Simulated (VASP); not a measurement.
# Cs2Mo2PbO8 (R-3m) in VASP: single point with PBEsol

Aim: the single point of Cs2Mo2PbO8 with PBEsol.

Everything below comes from runs of VASP 6.6.1. Logs are shortened: lines on timing, memory, paths and dates and some standing lists are left out, and cuts for length are marked.

## 1. The cell of the first run

Symmetry: R-3m, No. 166, trigonal system. Conventional cell: a = 6.099 Å, b = 6.099 Å, c = 22.746 Å, α = 90.00°, β = 90.00°, γ = 120.00°. Within 3.8 Å of Cs (site symmetry 3m) lie 10 O at 2.76 to 3.32 Å and 3 Cs at 3.72 Å. Within 3.6 Å of Pb (site symmetry -3m) lie 12 O at 2.62 to 3.55 Å. Mo (site symmetry 3m) has 4 O at 1.74 to 1.78 Å within 2.3 Å. Within 2.3 Å of O (site symmetry 3m) lie 1 Mo at 1.74 Å. Within 2.4 Å of O (site symmetry m) lie 1 Mo at 1.78 Å.

## 2. Single point, PBEsol

Contents of INCAR:

```
SYSTEM = Cs2Mo2PbO8
PREC = Accurate
ENCUT = 520
EDIFF = 1E-7
ISMEAR = 0
SIGMA = 0.02
LREAL = .False.
LASPH = .True.
NELM = 100
ALGO = Normal
ISIF = 2
LWAVE = .False.
LCHARG = .False.
GGA = PS
NBANDS = 66
```

Contents of KPOINTS:

```
Automatic mesh
0
Gamma
  6 6 6
  0 0 0
```

Contents of POSCAR:

```
Cs2Mo2PbO8
1.0
    3.0492713271      1.7604976215      7.5819591581
   -3.0492713271      1.7604976215      7.5819591581
    0.0000000000     -3.5209952431      7.5819591581
Cs Pb Mo O
2 1 2 8
Direct
    0.8067140720      0.8067140720      0.8067140720
    0.1932859280      0.1932859280      0.1932859280
    1.0000000000      0.0000000000      0.0000000000
    0.6089038773      0.6089038773      0.6089038773
    0.3910961227      0.3910961227      0.3910961227
    0.6852734309      0.6852734309      0.6852734309
    0.3147265691      0.3147265691      0.3147265691
    0.2636777049      0.7443431069      0.7443431069
    0.7443431069      0.7443431069      0.2636777049
    0.7443431069      0.2636777049      0.7443431069
    0.7363222951      0.2556568931      0.2556568931
    0.2556568931      0.7363222951      0.2556568931
    0.2556568931      0.2556568931      0.7363222951
```

Potentials or basis: VASP PAW PBE potentials, release 64 (Cs_sv, Pb_d, Mo_sv, O).

Launch:

```console
$ cat potpaw_PBE.64/Cs_sv/POTCAR potpaw_PBE.64/Pb_d/POTCAR potpaw_PBE.64/Mo_sv/POTCAR potpaw_PBE.64/O/POTCAR > POTCAR
$ mpirun -np 1 vasp_std > vasp.out
```

OUTCAR:

```text
SYSTEM = Cs2Mo2PbO8
   PREC = Accurate
   ENCUT = 520
   EDIFF = 1E-7
   ISMEAR = 0
   LREAL = .False.
   LASPH = .True.
   NELM = 100
   ISIF = 2
   GGA = PS

 ion  position               nearest neighbor table
   1  0.807  0.807  0.807-
   2  0.193  0.193  0.193-
   3  0.000  0.000  0.000-   9 2.62  13 2.62  10 2.62  11 2.62  12 2.62   8 2.62   4 3.76   5 3.76
                             4 3.76   4 3.76   5 3.76   5 3.76
   4  0.609  0.609  0.609-   6 1.74   8 1.78  10 1.78   9 1.78   3 3.76   3 3.76   3 3.76
   5  0.391  0.391  0.391-   7 1.74  11 1.78  12 1.78  13 1.78   3 3.76   3 3.76   3 3.76
   6  0.685  0.685  0.685-   4 1.74
   7  0.315  0.315  0.315-   5 1.74
   8  0.264  0.744  0.744-   4 1.78   3 2.62
   9  0.744  0.744  0.264-   4 1.78   3 2.62
  10  0.744  0.264  0.744-   4 1.78   3 2.62
  11  0.736  0.256  0.256-   5 1.78   3 2.62
  12  0.256  0.736  0.256-   5 1.78   3 2.62
  13  0.256  0.256  0.736-   5 1.78   3 2.62

  LATTYP: Found a trigonal (rhomboedric) cell.
 ALAT       =     8.3596358878
 COS(alpha) =     0.7338984451

  Lattice vectors:

 A1 = (   3.0492713271,   1.7604976215,   7.5819591581)
 A2 = (  -3.0492713271,   1.7604976215,   7.5819591581)
 A3 = (   0.0000000000,  -3.5209952431,   7.5819591581)

Analysis of symmetry for initial positions (statically):
=====================================================================
 Subroutine PRICEL returns:
 Original cell was already a primitive cell.

 Routine SETGRP: Setting up the symmetry group for a
 trigonal (rhombohedral) supercell.

 Subroutine GETGRP returns: Found 12 space group operations
 (whereof 12 operations were pure point group operations)
 out of a pool of 12 trial point group operations.

The static configuration has the point symmetry D_3d.

Analysis of symmetry for dynamics (positions and initial velocities):
=====================================================================
 Subroutine PRICEL returns:
 Original cell was already a primitive cell.

 Routine SETGRP: Setting up the symmetry group for a
 trigonal (rhombohedral) supercell.

 Subroutine GETGRP returns: Found 12 space group operations
 (whereof 12 operations were pure point group operations)
 out of a pool of 12 trial point group operations.

The dynamic configuration has the point symmetry D_3d.

 Subroutine INISYM returns: Found 12 space group operations
 (whereof 12 operations are pure point group operations),
 and found     1 'primitive' translations

----------------------------------------------------------------------------------------

                                     Primitive cell

  volume of cell :     244.2104

  direct lattice vectors                    reciprocal lattice vectors
     3.049271327  1.760497622  7.581959158     0.163973601  0.094670203  0.043964011
    -3.049271327  1.760497622  7.581959158    -0.163973601  0.094670203  0.043964011
     0.000000000 -3.520995243  7.581959158     0.000000000 -0.189340405  0.043964011

  length of vectors
     8.359635888  8.359635888  8.359635888     0.194377528  0.194377528  0.194377528

  position of ions in fractional coordinates (direct lattice)
     0.806714072  0.806714072  0.806714072
     0.193285928  0.193285928  0.193285928
     0.000000000  0.000000000  0.000000000
     0.608903877  0.608903877  0.608903877
     0.391096123  0.391096123  0.391096123
     0.685273431  0.685273431  0.685273431
     0.314726569  0.314726569  0.314726569
     0.263677705  0.744343107  0.744343107
     0.744343107  0.744343107  0.263677705
     0.744343107  0.263677705  0.744343107
     0.736322295  0.255656893  0.255656893
     0.255656893  0.736322295  0.255656893
     0.255656893  0.255656893  0.736322295

  ion indices of the primitive-cell ions
   primitive index   ion index
                 1           1
                 2           2
                 3           3
                 4           4
                 5           5
                 6           6
                 7           7
                 8           8
                 9           9
                10          10
                11          11
                12          12
                13          13

----------------------------------------------------------------------------------------

 KPOINTS: Automatic mesh

Automatic generation of k-mesh.
 Grid dimensions read from file:
 generate k-points for:    6    6    6

 Generating k-lattice:

  Cartesian coordinates                     Fractional coordinates (reciprocal lattice)
     0.027328934  0.015778367  0.007327335     0.166666667  0.000000000  0.000000000
    -0.027328934  0.015778367  0.007327335     0.000000000  0.166666667  0.000000000
     0.000000000 -0.031556734  0.007327335     0.000000000  0.000000000  0.166666667

  Length of vectors
     0.032396255  0.032396255  0.032396255

  Shift w.r.t. Gamma in fractional coordinates (k-lattice)
     0.000000000  0.000000000  0.000000000

 Subroutine IBZKPT returns following result:
 ===========================================

 Found     32 irreducible k-points:

 Following reciprocal coordinates:
            Coordinates               Weight
  0.000000  0.000000  0.000000      1.000000
  0.166667  0.000000  0.000000      6.000000
  0.333333  0.000000  0.000000      6.000000
  0.500000  0.000000  0.000000      3.000000
  0.166667  0.166667  0.000000      6.000000
  0.333333  0.166667  0.000000     12.000000
[... 16 lines left out ...]
  0.500000  0.500000  0.166667      6.000000
 -0.333333  0.500000  0.166667     12.000000
 [... further k-points ...]
   k-points           NKPTS =     32   k-points in BZ     NKDIM =     32   number of bands    NBANDS=     66
   number of dos      NEDOS =    301   number of ions     NIONS =     13
   total plane-waves  NPLWV = 262144
   dimension x,y,z NGX =    64 NGY =   64 NGZ =   64
   dimension x,y,z NGXF=   128 NGYF=  128 NGZF=  128
   ions per type =               2   1   2   8
   NGX,Y,Z   is equivalent  to a cutoff of  12.73, 12.73, 12.73 a.u.
   NGXF,Y,Z  is equivalent  to a cutoff of  25.46, 25.46, 25.46 a.u.
 SYSTEM =  Cs2Mo2PbO8
   PREC   = accura    normal or accurate (medium, high low for compatibility)
   ISTART =      0    job   : 0-new  1-cont  2-samecut
   ICHARG =      2    charge: 1-file 2-atom 10-const
   ISPIN  =      1    spin polarized calculation?
   LNONCOLLINEAR =      F non collinear calculations
   LSORBIT =      F    spin-orbit coupling
   LASPH  =      T    aspherical Exc in radial PAW
   ENCUT  =  520.0 eV  38.22 Ry    6.18 a.u.  15.54 15.54 15.54*2*pi/ulx,y,z
   NELM   =    100;   NELMIN=  2; NELMDL= -5     # of ELM steps
   EDIFF  = 0.1E-06   stopping-criterion for ELM
   LREAL  =      F    real-space projection
   EDIFFG = 0.1E-05   stopping-criterion for IOM
   NSW    =      0    number of steps for IOM
   IBRION =     -1    ionic relax: 0-MD 1-quasi-New 2-CG
   NFREE  =      0    steps in history (QN), initial steepest desc. (CG)
   ISIF   =      2    stress and relaxation
   ISYM   =      2    0-nonsym 1-usesym 2-fastsym
   POTIM  = 0.5000    time-step for ionic-motion
   TEBEG  =    0.0;   TEEND  =   0.0 temperature during run
   PSTRESS=    0.0 pullay stress
   NELECT =     108.0000    total number of electrons
   NUPDOWN=      -1.0000    fix difference up-down
   EMIN   =  10.00;   EMAX   =-10.00  energy-range for DOS
   EFERMI =   0.00;   METHOD = LEGACY
   ISMEAR =     0;   SIGMA  =   0.02  broadening in eV -4-tet -1-fermi 0-gaus
   EFERMI_NEDOS =   21; number of points for ismear=-14 and -15
   IALGO  =     38    algorithm
   IMIX   =      4    mixing-type and parameters
     AMIX     =   0.40;   BMIX     =  1.00
     AMIX_MAG =   1.60;   BMIX_MAG =  1.00
  volume/ion in A,a.u.               =      18.79       126.77
  Fermi-wavevector in a.u.,A,eV,Ry     =   1.247273  2.357003 21.166430  1.555689
  Thomas-Fermi vector in A             =   2.381412
   LORBIT       =      0    0 simple, 1 ext, 2 COOP (PROOUT), +10 PAW based schemes
   GGA     = PS    functional components
   LHFCALC =     F    Hartree Fock is set to
   AEXX    =    0.0000 exact exchange contribution
   IVDW    =     0    specifies the selected vdW correction
   LEPSILON=     F    determine dielectric tensor
   LRPA    =     F    only Hartree local field effects (RPA)
 non-spin polarized calculation
 Gauss-broadening in eV      SIGMA  =   0.02
  energy-cutoff  :      520.00
  volume of cell :      244.21
 maximum number of plane-waves:      6599
 NGX is ok and might be reduce to    64
   NGX = 31   NGY = 31   NGZ = 31

 number of electron     108.0000000 magnetization

 Free energy of the ion-electron system (eV)
  ---------------------------------------------------
  ext. energy  EPLUGINS =         0.00000000
  ---------------------------------------------------
  free energy    TOTEN  =       -96.81408712 eV

  energy without entropy =      -96.81408712  energy(sigma->0) =      -96.81408712

 E-fermi :   1.4605     XC(G=0):  -9.5848

 val. band max:        1.2836764567   @ k =   0.5000   0.5000   0.5000
 cond. band min:       4.7424591849   @ k =   0.5000   0.5000   0.5000
 fundamental gap:      3.4587827282
 Fermi energy:         1.4605120575

 k-point     1 :       0.0000    0.0000    0.0000
  band No.  band energies     occupation
      1     -59.2667      2.00000
      2     -59.2665      2.00000
      3     -33.7497      2.00000
      4     -33.7471      2.00000
      5     -33.6335      2.00000
      6     -33.6335      2.00000
[... 58 lines left out ...]
     65       7.4705      0.00000
     66       7.5886      0.00000

 k-point     2 :       0.1667    0.0000    0.0000
  band No.  band energies     occupation
      1     -59.2667      2.00000
      2     -59.2665      2.00000
      3     -33.7496      2.00000
      4     -33.7473      2.00000
      5     -33.6335      2.00000
      6     -33.6334      2.00000
[... 1576 lines left out ...]
     65       7.3729      0.00000
     66       7.4455      0.00000

 [... further k-points ...]

------------------------ aborting loop because EDIFF is reached ----------------------------------------

  FORCE on cell =-STRESS in cart. coord.  units (eV):
  Direction    XX          YY          ZZ          XY          YZ          ZX
  --------------------------------------------------------------------------------------
  -------------------------------------------------------------------------------------
  Total        0.3738125      0.3738125      0.4050734      0.0000000     -0.0000000      0.0000000
  in kB        2.4524500      2.4524500      2.6575415      0.0000000     -0.0000000      0.0000000
  external PRESSURE =       2.5208138 kB  Pullay stress =       0.0000000 kB

 VOLUME and BASIS-vectors are now :
 -----------------------------------------------------------------------------
  energy-cutoff  :      520.00
  volume of cell :      244.21
      direct lattice vectors                 reciprocal lattice vectors
     3.049271327  1.760497622  7.581959158     0.163973601  0.094670203  0.043964011
    -3.049271327  1.760497622  7.581959158    -0.163973601  0.094670203  0.043964011
     0.000000000 -3.520995243  7.581959158     0.000000000 -0.189340405  0.043964011

 POSITION                                       TOTAL-FORCE (eV/Angst)
 -----------------------------------------------------------------------------------
      0.00000     -0.00000     18.34942         0.000000     -0.000000      0.012475
      0.00000     -0.00000      4.39646         0.000000      0.000000     -0.012475
      0.00000      0.00000      0.00000         0.000000     -0.000000     -0.000000
      0.00000     -0.00000     13.85005         0.000000      0.000000     -0.021773
      0.00000     -0.00000      8.89582         0.000000     -0.000000      0.021773
      0.00000     -0.00000     15.58715         0.000000     -0.000000      0.095251
      0.00000     -0.00000      7.15873         0.000000      0.000000     -0.095251
     -1.46568     -0.84621     13.28635        -0.080882     -0.046697     -0.026448
      0.00000      1.69242     13.28635         0.000000      0.093395     -0.026448
      1.46568     -0.84621     13.28635         0.080882     -0.046697     -0.026448
      1.46568      0.84621      9.45953         0.080882      0.046697      0.026448
     -1.46568      0.84621      9.45953        -0.080882      0.046697      0.026448
      0.00000     -1.69242      9.45953         0.000000     -0.093395      0.026448
 -----------------------------------------------------------------------------------
    total drift:                               -0.000000      0.000000     -0.000000

  FREE ENERGIE OF THE ION-ELECTRON SYSTEM (eV)
  ---------------------------------------------------
  free  energy   TOTEN  =       -96.8140871164 eV

  energy  without entropy=      -96.8140871164  energy(sigma->0) =      -96.81408712
```

Run time: 30 min. Hardware: 1 thread of Intel Xeon Platinum 8259CL at 2.50GHz (Skylake/Cascade Lake), shared host; peak memory 0.86 GiB.

Results:

* Free energy: -96.8141 eV
* Pressure: 0.3 GPa
* Largest force: 0.097 eV/Å
* Band gap on the k mesh: 3.46 eV

Forces on the atoms (eV/Å):
```
Cs   0.000  0.000  0.012
Cs   0.000  0.000 -0.012
Pb   0.000  0.000  0.000
Mo   0.000  0.000 -0.022
Mo   0.000  0.000  0.022
O    0.000  0.000  0.095
O    0.000  0.000 -0.095
O   -0.081 -0.047 -0.026
O    0.000  0.093 -0.026
O    0.081 -0.047 -0.026
O    0.081  0.047  0.026
O   -0.081  0.047  0.026
O    0.000 -0.093  0.026
```

Levels at points of the mesh, in eV from the valence-band top:
```
           k point  band 51  band 52  band 53  band 54  band 55  band 56  band 57  band 58
(0.00, 0.00, 0.00)    -0.65    -0.59    -0.53    -0.34     3.47     3.47     4.31     4.31
(0.50, 0.00, 0.00)    -0.92    -0.85    -0.56    -0.18     4.00     4.08     4.12     4.14
(0.50, 0.50, 0.00)    -0.92    -0.77    -0.55    -0.15     4.06     4.13     4.31     4.31
(0.50, 0.50, 0.50)    -0.73    -0.57    -0.55     0.00     3.46     3.46     4.31     4.31
```

Caveat: the PAW data sets were made with another functional, which shifts forces and pressure a little; spin-orbit coupling is left out, which moves the levels of the heavy elements.
